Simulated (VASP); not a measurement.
# B48N47 (a cell with a defect) in VASP: notebook, part 2 of 2

VASP 6.6.1.

## 3. Single point, PBEsol

File INCAR:

```
SYSTEM = B48N47
PREC = Accurate ; ENCUT = 520
EDIFF = 1E-6 ; ISMEAR = -1
SIGMA = 0.05 ; LREAL = Auto
LASPH = .True. ; NELM = 120
ALGO = Normal ; ISIF = 2
LWAVE = .False. ; LCHARG = .True.
GGA = PS ; LELF = .True.
LVHAR = .True. ; NELECT = 380.0
ISYM = -1 ; NBANDS = 242
GGA_COMPAT = .False.
```

File KPOINTS:

```
explicit points
1
Reciprocal
  0.25000000   0.25000000   0.25000000 1
```

File POSCAR:

```
B48N47
1.0
    7.6229900000      0.0000000000      0.0000000000
    0.0000000000      8.8022710000      0.0000000000
    0.0000000000      0.0000000000      8.4065820000
B N
48 47
Direct
    0.9998200000      0.1669660000      0.0003550000
    0.9975030000      0.1670480000      0.4998020000
    0.3330960000      0.1666760000      0.0016570000
    0.3303160000      0.1640300000      0.5000140000
    0.1664700000      0.4167860000      0.0017580000
    0.1615180000      0.4126770000      0.4994760000
    0.0017320000      0.6669120000      0.9992150000
    0.0062360000      0.6672290000      0.4987490000
    0.6664210000      0.1675630000      0.0018300000
    0.6627030000      0.1721980000      0.5005150000
    0.5000430000      0.4183620000      0.0044120000
    0.4702410000      0.4251310000      0.5148900000
    0.3352380000      0.6676340000      0.0012740000
    0.3668540000      0.6047050000      0.5051860000
    0.1676120000      0.9166060000      0.9992670000
    0.1709140000      0.9147210000      0.4970250000
    0.8331360000      0.4173190000      0.0010500000
    0.8270700000      0.4188730000      0.5000350000
    0.6688120000      0.6681100000      0.9989410000
    0.6662460000      0.6726530000      0.4904170000
    0.5005960000      0.9170980000      0.9990100000
    0.4972700000      0.9175880000      0.4966180000
    0.8341640000      0.9172170000      0.9987890000
    0.8340490000      0.9181700000      0.4985740000
    0.1659460000      0.0840170000      0.2506830000
    0.1665300000      0.0814110000      0.7497460000
    0.9984270000      0.3348020000      0.2509290000
    0.9986340000      0.3327930000      0.7505630000
    0.5002230000      0.0849200000      0.2508820000
    0.4992310000      0.0822220000      0.7498890000
    0.3322710000      0.3343120000      0.2536540000
    0.3318270000      0.3308610000      0.7542490000
    0.1704520000      0.5837890000      0.2513120000
    0.1694310000      0.5813750000      0.7489200000
    0.0017910000      0.8343730000      0.2492000000
    0.0013830000      0.8324740000      0.7481600000
    0.8328270000      0.0856120000      0.2503480000
    0.8326180000      0.0827950000      0.7495370000
    0.6640080000      0.3379060000      0.2549720000
    0.6650180000      0.3316660000      0.7528560000
    0.5057180000      0.5940230000      0.2516790000
    0.5010490000      0.5797230000      0.7538390000
    0.3344220000      0.8372350000      0.2538580000
    0.3351200000      0.8296120000      0.7449650000
    0.8355160000      0.5853870000      0.2490070000
    0.8336340000      0.5829720000      0.7471760000
    0.6683980000      0.8367160000      0.2480350000
    0.6659910000      0.8325010000      0.7467080000
    0.9995330000      0.1683180000      0.1872660000
    0.9990680000      0.1658170000      0.6875920000
    0.3333760000      0.1677830000      0.1880050000
    0.3320410000      0.1647600000      0.6885670000
    0.1664300000      0.4172890000      0.1880320000
    0.1648810000      0.4143850000      0.6884760000
    0.0026890000      0.6675500000      0.1865730000
    0.0022980000      0.6657720000      0.6858030000
    0.6661510000      0.1695690000      0.1888430000
    0.6660330000      0.1663060000      0.6881780000
    0.4994540000      0.4219660000      0.1943470000
    0.4980980000      0.4112060000      0.6972000000
    0.3362760000      0.6691420000      0.1892050000
    0.3393120000      0.6597560000      0.6865110000
    0.1669170000      0.9182360000      0.1855460000
    0.1678060000      0.9146740000      0.6859640000
    0.8328220000      0.4188420000      0.1878590000
    0.8315720000      0.4163580000      0.6879420000
    0.6706240000      0.6705290000      0.1848240000
    0.6651310000      0.6648580000      0.6822480000
    0.5019720000      0.9188950000      0.1851800000
    0.5002510000      0.9160570000      0.6855650000
    0.8347960000      0.9188830000      0.1859800000
    0.8337870000      0.9160040000      0.6858580000
    0.1627080000      0.0833810000      0.4373450000
    0.1664400000      0.0833190000      0.9373120000
    0.9936290000      0.3332990000      0.4377510000
    0.9993700000      0.3335210000      0.9380700000
    0.5003780000      0.0865710000      0.4375250000
    0.4999280000      0.0838740000      0.9374960000
    0.3243560000      0.3259650000      0.4395190000
    0.3325850000      0.3332190000      0.9411430000
    0.1724610000      0.5779400000      0.4359950000
    0.1682740000      0.5832310000      0.9375710000
    0.0014440000      0.8333580000      0.4357440000
    0.0007390000      0.8333970000      0.9359620000
    0.8312580000      0.0858640000      0.4372030000
    0.8330360000      0.0837820000      0.9372560000
    0.6582720000      0.3419370000      0.4401820000
    0.6665830000      0.3336830000      0.9406300000
    0.5022330000      0.5837690000      0.9400500000
    0.3355390000      0.8444670000      0.4316720000
    0.3343270000      0.8328530000      0.9356110000
    0.8328800000      0.5852040000      0.4351900000
    0.8342810000      0.5838990000      0.9357480000
    0.6680620000      0.8369960000      0.4344550000
    0.6674630000      0.8337470000      0.9347860000
```

Potentials or basis: VASP PAW PBE potentials, release 64 (B, N).

Started as:

```sh
$ cat potpaw_PBE.64/B/POTCAR potpaw_PBE.64/N/POTCAR > POTCAR
$ mpirun -np 1 vasp_std > vasp.out
```

Wall time 9.5 min (1 thread of Intel Xeon Platinum 8375C at 2.90GHz (Ice Lake), shared host); peak memory 0.62 GiB.

The run converged. Its results:

```
Free energy   : -851.6468 eV
Largest force : 0.042 eV/Å
```

Forces in eV/Å, atoms in the order of the input:
```
B    0.000  0.001  0.001
B    0.000  0.001  0.007
B    0.001 -0.002 -0.001
B    0.002 -0.011  0.009
B   -0.004  0.000  0.000
B   -0.012  0.005  0.011
B   -0.001  0.001  0.002
B    0.006 -0.009  0.002
B    0.000 -0.002  0.001
B    0.003  0.009  0.004
B   -0.002 -0.002  0.007
B    0.024  0.007 -0.010
B   -0.001 -0.002 -0.001
B    0.028  0.011 -0.013
B    0.002 -0.003  0.000
B   -0.007 -0.001  0.013
B    0.001  0.001  0.001
B    0.000  0.007  0.011
B    0.000  0.001 -0.006
B   -0.036 -0.023 -0.001
B    0.002 -0.003 -0.002
B    0.009  0.005  0.012
B    0.000 -0.002  0.001
B    0.004  0.004  0.005
B   -0.002  0.004  0.002
B   -0.004  0.000  0.002
B    0.000  0.001  0.001
B   -0.004 -0.001  0.002
B    0.001  0.005  0.003
B    0.000  0.002  0.001
B    0.004  0.003 -0.001
B   -0.011 -0.003  0.004
B   -0.003  0.005  0.001
B    0.001  0.005  0.002
B   -0.001 -0.001  0.005
B   -0.003 -0.005  0.003
B    0.000  0.001  0.004
B   -0.002 -0.001  0.002
B    0.000 -0.005  0.001
B    0.008  0.002  0.001
B   -0.011 -0.013  0.018
B    0.011  0.004 -0.001
B   -0.002 -0.004 -0.013
B    0.000 -0.008  0.004
B   -0.001 -0.003  0.004
B   -0.004  0.009 -0.001
B   -0.002  0.002  0.004
B    0.000 -0.010  0.000
N    0.002  0.001 -0.001
N    0.003  0.002 -0.004
N    0.001  0.003  0.000
N    0.002  0.002 -0.006
N    0.001  0.000 -0.001
N    0.006  0.001 -0.007
N    0.006 -0.001 -0.003
N    0.002 -0.003 -0.003
N    0.000  0.004 -0.001
N    0.001 -0.002 -0.006
N   -0.007  0.006  0.004
N    0.005  0.004 -0.008
N   -0.003  0.004  0.003
N   -0.008  0.006 -0.002
N    0.007  0.001  0.002
N    0.003  0.002 -0.008
N   -0.003 -0.002 -0.001
N   -0.001 -0.006 -0.004
N    0.008  0.001  0.004
N   -0.001 -0.003  0.001
N   -0.005 -0.002  0.003
N   -0.001  0.004 -0.008
N    0.004  0.002 -0.002
N    0.002  0.001 -0.002
N    0.002 -0.007 -0.003
N    0.001  0.000 -0.003
N    0.000  0.000 -0.001
N    0.001  0.000 -0.005
N   -0.004 -0.004 -0.002
N    0.000  0.001 -0.005
N    0.010  0.000 -0.007
N    0.004  0.002 -0.004
N   -0.004  0.004  0.006
N    0.002  0.000 -0.006
N   -0.001  0.005 -0.002
N    0.000  0.000 -0.004
N   -0.004  0.000 -0.003
N   -0.001  0.001 -0.005
N   -0.024  0.003  0.009
N   -0.002  0.002 -0.005
N    0.000 -0.002 -0.004
N    0.001 -0.024  0.007
N   -0.001  0.002 -0.009
N    0.005 -0.005  0.004
N    0.001 -0.002 -0.004
N   -0.005  0.014  0.000
N   -0.002  0.003 -0.002
```

Levels at points of the mesh, in eV from the Fermi level:
| k point | band 188 | band 189 | band 190 | band 191 | band 192 | band 193 |
| --- | --- | --- | --- | --- | --- | --- |
| (0.25, 0.25, 0.25) | -3.80 | -3.33 | -0.97 | 0.97 | 2.03 | 2.62 |

Caveat: the cell carries a net charge on a neutralising background, which shifts energy and pressure; the cell is charged against a uniform background, so pressure and absolute levels hang on convention; the PAW data sets were made with another functional, which shifts forces and pressure a little.
